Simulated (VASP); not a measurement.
# Cd (Pm-3m) in VASP: notebook

The runs below take Cd through single point, relaxation of cell and atoms, with r2SCAN.

All numbers are computed with VASP 6.6.1; they aren't measurements. Logs are shortened: lines on timing, memory, paths and dates and some standing lists are left out, and cuts for length are marked.

### 1 The cell of the first run

Symmetry: Pm-3m, No. 221, cubic system. Conventional cell: a = 3.017 Å, b = 3.017 Å, c = 3.017 Å, α = 90.00°, β = 90.00°, γ = 90.00°. Within 4.0 Å of Cd (site symmetry m-3m) lie 6 Cd at 3.02 Å.

This isn't the form of Cd at room conditions, which is hcp.

### 2 Single point, r2SCAN (27.46 Å³/atom)

POSCAR reads:

```
Cd
1.0
    3.0170510764      0.0000000000      0.0000000000
    0.0000000000      3.0170510764      0.0000000000
    0.0000000000      0.0000000000      3.0170510764
Cd
1
Direct
    0.0000000000      0.0000000000      0.0000000000
```

INCAR.step1 reads:

```
SYSTEM = Cd
PREC = Accurate ; ENCUT = 550
ISMEAR = -1 ; SIGMA = 0.1
LREAL = .FALSE. ; LASPH = .TRUE.
NELM = 120 ; NBANDS = 12
GGA = PE ; ALGO = Normal
EDIFF = 1E-5 ; LWAVE = .TRUE.
LCHARG = .FALSE. ; GGA_COMPAT = .FALSE.
```

INCAR.step2 reads:

```
SYSTEM = Cd
PREC = Accurate ; ENCUT = 550
EDIFF = 1E-6 ; ISMEAR = -1
SIGMA = 0.1 ; LREAL = .FALSE.
LASPH = .TRUE. ; NELM = 120
ALGO = Normal ; ISIF = 2
LWAVE = .FALSE. ; LCHARG = .TRUE.
METAGGA = R2SCAN ; LMIXTAU = .TRUE.
LELF = .TRUE. ; LVHAR = .TRUE.
NBANDS = 12 ; ISTART = 1
GGA_COMPAT = .FALSE.
```

KPOINTS reads:

```
Automatic mesh
0
G
  12 12 12
  0 0 0
```

Potentials or basis: VASP PAW PBE potentials, release 64 (Cd).

On the command line:

```bash
$ cat potpaw_PBE.64/Cd/POTCAR > POTCAR
$ cp INCAR.step1 INCAR
$ mpirun -np 1 vasp_std > vasp.out
$ cp INCAR.step2 INCAR
$ mpirun -np 1 vasp_std > vasp.out
```

OUTCAR:

```text
SYSTEM = Cd
   PREC = Accurate
   ENCUT = 550
   EDIFF = 1E-6
   ISMEAR = -1
   LREAL = .FALSE.
   LASPH = .TRUE.
   NELM = 120
   ISIF = 2
   METAGGA = R2SCAN
   ISTART = 1

 ion  position               nearest neighbor table
   1  0.000  0.000  0.000-

  LATTYP: Found a simple cubic cell.
 ALAT       =     3.0170510764

  Lattice vectors:

 A1 = (   3.0170510764,   0.0000000000,   0.0000000000)
 A2 = (   0.0000000000,   3.0170510764,   0.0000000000)
 A3 = (   0.0000000000,   0.0000000000,   3.0170510764)

Analysis of symmetry for initial positions (statically):
=====================================================================
 Subroutine PRICEL returns:
 Original cell was already a primitive cell.

 Routine SETGRP: Setting up the symmetry group for a
 simple cubic supercell.

 Subroutine GETGRP returns: Found 48 space group operations
 (whereof 48 operations were pure point group operations)
 out of a pool of 48 trial point group operations.

The static configuration has the point symmetry O_h .

Analysis of symmetry for dynamics (positions and initial velocities):
=====================================================================
 Subroutine PRICEL returns:
 Original cell was already a primitive cell.

 Routine SETGRP: Setting up the symmetry group for a
 simple cubic supercell.

 Subroutine GETGRP returns: Found 48 space group operations
 (whereof 48 operations were pure point group operations)
 out of a pool of 48 trial point group operations.

The dynamic configuration has the point symmetry O_h .

 Subroutine INISYM returns: Found 48 space group operations
 (whereof 48 operations are pure point group operations),
 and found     1 'primitive' translations

----------------------------------------------------------------------------------------

                                     Primitive cell

  volume of cell :      27.4630

  direct lattice vectors                    reciprocal lattice vectors
     3.017051076  0.000000000  0.000000000     0.331449477  0.000000000  0.000000000
     0.000000000  3.017051076  0.000000000     0.000000000  0.331449477  0.000000000
     0.000000000  0.000000000  3.017051076     0.000000000  0.000000000  0.331449477

  length of vectors
     3.017051076  3.017051076  3.017051076     0.331449477  0.331449477  0.331449477

  position of ions in fractional coordinates (direct lattice)
     0.000000000  0.000000000  0.000000000

  ion indices of the primitive-cell ions
   primitive index   ion index
                 1           1

----------------------------------------------------------------------------------------

 KPOINTS: Automatic mesh

Automatic generation of k-mesh.
 Grid dimensions read from file:
 generate k-points for:   12   12   12

 Generating k-lattice:

  Cartesian coordinates                     Fractional coordinates (reciprocal lattice)
     0.027620790  0.000000000  0.000000000     0.083333333  0.000000000  0.000000000
     0.000000000  0.027620790  0.000000000     0.000000000  0.083333333  0.000000000
     0.000000000  0.000000000  0.027620790     0.000000000  0.000000000  0.083333333

  Length of vectors
     0.027620790  0.027620790  0.027620790

  Shift w.r.t. Gamma in fractional coordinates (k-lattice)
     0.000000000  0.000000000  0.000000000

 Subroutine IBZKPT returns following result:
 ===========================================

 Found     84 irreducible k-points:

 Following reciprocal coordinates:
            Coordinates               Weight
  0.000000  0.000000  0.000000      1.000000
  0.083333  0.000000  0.000000      6.000000
  0.166667  0.000000  0.000000      6.000000
  0.250000  0.000000  0.000000      6.000000
  0.333333  0.000000  0.000000      6.000000
  0.416667  0.000000  0.000000      6.000000
[... 16 lines left out ...]
  0.333333  0.333333  0.000000     12.000000
  0.416667  0.333333  0.000000     24.000000
 [... further k-points ...]
   k-points           NKPTS =     84   k-points in BZ     NKDIM =     84   number of bands    NBANDS=     12
   number of dos      NEDOS =    301   number of ions     NIONS =      1
   total plane-waves  NPLWV =  13824
   dimension x,y,z NGX =    24 NGY =   24 NGZ =   24
   dimension x,y,z NGXF=    48 NGYF=   48 NGZF=   48
   ions per type =               1
   NGX,Y,Z   is equivalent  to a cutoff of  13.22, 13.22, 13.22 a.u.
   NGXF,Y,Z  is equivalent  to a cutoff of  26.45, 26.45, 26.45 a.u.
 SYSTEM =  Cd
   PREC   = accura    normal or accurate (medium, high low for compatibility)
   ISTART =      1    job   : 0-new  1-cont  2-samecut
   ICHARG =      0    charge: 1-file 2-atom 10-const
   ISPIN  =      1    spin polarized calculation?
   LNONCOLLINEAR =      F non collinear calculations
   LSORBIT =      F    spin-orbit coupling
   LASPH  =      T    aspherical Exc in radial PAW
   ENCUT  =  550.0 eV  40.42 Ry    6.36 a.u.   5.77  5.77  5.77*2*pi/ulx,y,z
   NELM   =    120;   NELMIN=  2; NELMDL=  0     # of ELM steps
   EDIFF  = 0.1E-05   stopping-criterion for ELM
   LREAL  =      F    real-space projection
   EDIFFG = 0.1E-04   stopping-criterion for IOM
   NSW    =      0    number of steps for IOM
   IBRION =     -1    ionic relax: 0-MD 1-quasi-New 2-CG
   NFREE  =      0    steps in history (QN), initial steepest desc. (CG)
   ISIF   =      2    stress and relaxation
   ISYM   =      2    0-nonsym 1-usesym 2-fastsym
   POTIM  = 0.5000    time-step for ionic-motion
   TEBEG  =    0.0;   TEEND  =   0.0 temperature during run
   PSTRESS=    0.0 pullay stress
   NELECT =      12.0000    total number of electrons
   NUPDOWN=      -1.0000    fix difference up-down
   EMIN   =  10.00;   EMAX   =-10.00  energy-range for DOS
   EFERMI =   0.00;   METHOD = LEGACY
   ISMEAR =    -1;   SIGMA  =   0.10  broadening in eV -4-tet -1-fermi 0-gaus
   EFERMI_NEDOS =   21; number of points for ismear=-14 and -15
   IALGO  =     38    algorithm
   IMIX   =      4    mixing-type and parameters
     AMIX     =   0.40;   BMIX     =  1.00
     AMIX_MAG =   1.60;   BMIX_MAG =  1.00
  volume/ion in A,a.u.               =      27.46       185.33
  Fermi-wavevector in a.u.,A,eV,Ry     =   1.242279  2.347567 20.997298  1.543258
  Thomas-Fermi vector in A             =   2.376641
   LORBIT       =      0    0 simple, 1 ext, 2 COOP (PROOUT), +10 PAW based schemes
   METAGGA = R2SCAN    functional components
   LHFCALC =     F    Hartree Fock is set to
   AEXX    =    0.0000 exact exchange contribution
   IVDW    =     0    specifies the selected vdW correction
   LEPSILON=     F    determine dielectric tensor
   LRPA    =     F    only Hartree local field effects (RPA)
 non-spin polarized calculation
  energy-cutoff  :      550.00
  volume of cell :       27.46
 maximum number of plane-waves:       840
 NGX is ok and might be reduce to    24
   NGX = 11   NGY = 11   NGZ = 11

 number of electron      12.0000003 magnetization

 Free energy of the ion-electron system (eV)
  ---------------------------------------------------
  ext. energy  EPLUGINS =         0.00000000
  ---------------------------------------------------
  free energy    TOTEN  =       -19.92528907 eV

  energy without entropy =      -19.90856535  energy(sigma->0) =      -19.91692721

 E-fermi :   1.2965     XC(G=0): -10.3225

 val. band max:        1.2849600166   @ k =   0.5000   0.4167   0.0000
 cond. band min:       1.3813257609   @ k =   0.5000   0.3333   0.0000
 fundamental gap:      0.0963657443
 Fermi energy:         1.2965261258

 k-point     1 :       0.0000    0.0000    0.0000
  band No.  band energies     occupation
      1      -8.5807      2.00000
      2      -8.5807      2.00000
      3      -7.2945      2.00000
      4      -7.2945      2.00000
      5      -7.2945      2.00000
      6      -6.2735      2.00000
      7      11.3046      0.00000
      8      11.3046      0.00000
      9      11.3046      0.00000
     10      14.7344      0.00000
     11      14.7344      0.00000
     12      15.8419      0.00000

 k-point     2 :       0.0833    0.0000    0.0000
  band No.  band energies     occupation
      1      -8.5736      2.00000
      2      -8.5285      2.00000
      3      -7.3208      2.00000
      4      -7.3208      2.00000
      5      -7.2922      2.00000
      6      -6.1435      2.00000
      7       9.7818      0.00000
      8      11.4655      0.00000
      9      11.4655      0.00000
     10      14.7927      0.00000
     11      15.3614      0.00000
     12      16.9741      0.00000

 k-point     3 :       0.1667    0.0000    0.0000
  band No.  band energies     occupation
      1      -8.5542      2.00000
      2      -8.3936      2.00000
      3      -7.3920      2.00000
      4      -7.3920      2.00000
      5      -7.2862      2.00000
      6      -5.7409      2.00000
      7       7.3729      0.00000
      8      11.9358      0.00000
      9      11.9358      0.00000
     10      14.9682      0.00000
     11      15.6347      0.00000
     12      19.8066      0.00000
[... 286 lines left out ...]
 k-point    23 :       0.3333    0.3333    0.0000
  band No.  band energies     occupation
      1      -8.2519      2.00000
      2      -8.0628      2.00000
      3      -7.5484      2.00000
      4      -7.5352      2.00000
      5      -7.4547      2.00000
      6      -1.9967      2.00000
      7       4.0051      0.00000
      8       5.6638      0.00000
      9      11.4688      0.00000
     10      16.0449      0.00000
     11      17.3413      0.00000
     12      20.8443      0.00000

 k-point    24 :       0.4167    0.3333    0.0000
  band No.  band energies     occupation
      1      -8.2199      2.00000
      2      -8.1646      2.00000
      3      -7.6061      2.00000
      4      -7.5320      2.00000
      5      -7.2855      2.00000
      6      -0.8303      2.00000
      7       2.5912      0.00000
      8       6.0652      0.00000
      9       9.8668      0.00000
     10      17.1473      0.00000
     11      17.9968      0.00000
     12      20.1782      0.00000

 [... further k-points ...]

------------------------ aborting loop because EDIFF is reached ----------------------------------------

  FORCE on cell =-STRESS in cart. coord.  units (eV):
  Direction    XX          YY          ZZ          XY          YZ          ZX
  --------------------------------------------------------------------------------------
  -------------------------------------------------------------------------------------
  Total       -0.3615471     -0.3615471     -0.3615471      0.0000000      0.0000000     -0.0000000
  in kB      -21.0924739    -21.0924739    -21.0924739      0.0000000      0.0000000     -0.0000000
  external PRESSURE =     -21.0924739 kB  Pullay stress =       0.0000000 kB

 VOLUME and BASIS-vectors are now :
 -----------------------------------------------------------------------------
  energy-cutoff  :      550.00
  volume of cell :       27.46
      direct lattice vectors                 reciprocal lattice vectors
     3.017051076  0.000000000  0.000000000     0.331449477  0.000000000  0.000000000
     0.000000000  3.017051076  0.000000000     0.000000000  0.331449477  0.000000000
     0.000000000  0.000000000  3.017051076     0.000000000  0.000000000  0.331449477

 POSITION                                       TOTAL-FORCE (eV/Angst)
 -----------------------------------------------------------------------------------
      0.00000      0.00000      0.00000         0.000000      0.000000      0.000000
 -----------------------------------------------------------------------------------
    total drift:                                0.000000     -0.000000      0.000000

  FREE ENERGIE OF THE ION-ELECTRON SYSTEM (eV)
  ---------------------------------------------------
  free  energy   TOTEN  =       -19.9252890672 eV

  energy  without entropy=      -19.9085653546  energy(sigma->0) =      -19.91692721
```

Run time: 23 s. Hardware: 1 thread of Intel Xeon 6975P-C (Granite Rapids), shared host; peak memory 0.16 GiB.

What came out:

* Free energy: -19.9253 eV
* Pressure: -2.1 GPa
* Band gap on the k mesh: zero (bands 6 and 7 overlap by 6.55 eV)

Levels at points of the mesh, in eV from the Fermi level:
```csv
k point,band 3,band 4,band 5,band 6,band 7,band 8,band 9,band 10
"(0.00, 0.00, 0.00)",-8.59,-8.59,-8.59,-7.57,10.01,10.01,10.01,13.44
"(0.50, 0.00, 0.00)",-8.97,-8.97,-8.56,-2.83,-2.01,13.81,13.81,15.04
"(0.50, 0.50, 0.00)",-8.91,-8.91,-8.24,1.24,1.24,1.68,5.88,18.42
"(0.50, 0.50, 0.50)",-9.50,-8.22,-8.22,4.54,4.54,4.54,7.17,8.94
```

Caveat: the PAW data sets were made with another functional, which shifts forces and pressure a little.

### 3 Single point, r2SCAN (28.48 Å³/atom)

This run uses another cell than the first one, of 28.48 Å³/atom.

POSCAR reads:

```
Cd
1.0
    3.0538480087      0.0000000000      0.0000000000
    0.0000000000      3.0538480087      0.0000000000
    0.0000000000      0.0000000000      3.0538480087
Cd
1
Direct
    0.0000000000      0.0000000000      0.0000000000
```

INCAR.step1 reads:

```
PREC     = Accurate       # precision mode
ENCUT    = 550            # plane-wave cutoff, eV
ISMEAR   = -1             # smearing method
SIGMA    = 0.1            # smearing width, eV
LREAL    = F              # projectors in reciprocal space
LASPH    = T              # aspherical terms in the spheres
NELM     = 120            # most SCF steps
NBANDS   = 12             # bands
GGA      = PE             # functional
ALGO     = Normal         # electronic algorithm
EDIFF    = 1E-5           # SCF threshold, eV
LWAVE    = T              # write WAVECAR
LCHARG   = F              # write CHGCAR
GGA_COMPAT= F
```

INCAR.step2 reads:

```
PREC     = Accurate       # precision mode
ENCUT    = 550            # plane-wave cutoff, eV
EDIFF    = 1E-6           # SCF threshold, eV
ISMEAR   = -1             # smearing method
SIGMA    = 0.1            # smearing width, eV
LREAL    = F              # projectors in reciprocal space
LASPH    = T              # aspherical terms in the spheres
NELM     = 120            # most SCF steps
ALGO     = Normal         # electronic algorithm
ISIF     = 2              # what is computed and relaxed
LWAVE    = F              # write WAVECAR
LCHARG   = F              # write CHGCAR
METAGGA  = R2SCAN         # meta-GGA
LMIXTAU  = T            
NBANDS   = 12             # bands
ISTART   = 1            
GGA_COMPAT= F
```

KPOINTS reads:

```
Automatic mesh
0
Gamma
  12 12 12
```

Potentials or basis: VASP PAW PBE potentials, release 64 (Cd).

On the command line:

```bash
$ cat potpaw_PBE.64/Cd/POTCAR > POTCAR
$ cp INCAR.step1 INCAR
$ mpirun -np 1 vasp_std > vasp.out
$ cp INCAR.step2 INCAR
$ mpirun -np 1 vasp_std > vasp.out
```

Run time: 22 s. Hardware: 1 thread of Intel Xeon 6975P-C (Granite Rapids), shared host; peak memory 0.16 GiB.

Results (log left out):

```yaml
Free_energy: -19.9096 eV
Pressure: -2.9 GPa
Band_gap_on_the_k_mesh: zero (bands 6 and 7 overlap by 6.31 eV)
```

Levels at points of the mesh, in eV from the Fermi level:
```tsv
k point	band 3	band 4	band 5	band 6	band 7	band 8	band 9	band 10
(0.00, 0.00, 0.00)	-8.58	-8.58	-8.58	-7.35	9.78	9.78	9.78	13.14
(0.50, 0.00, 0.00)	-8.92	-8.92	-8.54	-2.84	-1.88	13.43	13.43	14.86
(0.50, 0.50, 0.00)	-8.87	-8.87	-8.25	1.26	1.26	1.49	5.80	17.84
(0.50, 0.50, 0.50)	-9.41	-8.23	-8.23	4.43	4.43	4.43	6.72	8.88
```

Caveat: the PAW data sets were made with another functional, which shifts forces and pressure a little.

(Part 1 of 2 ends here.)
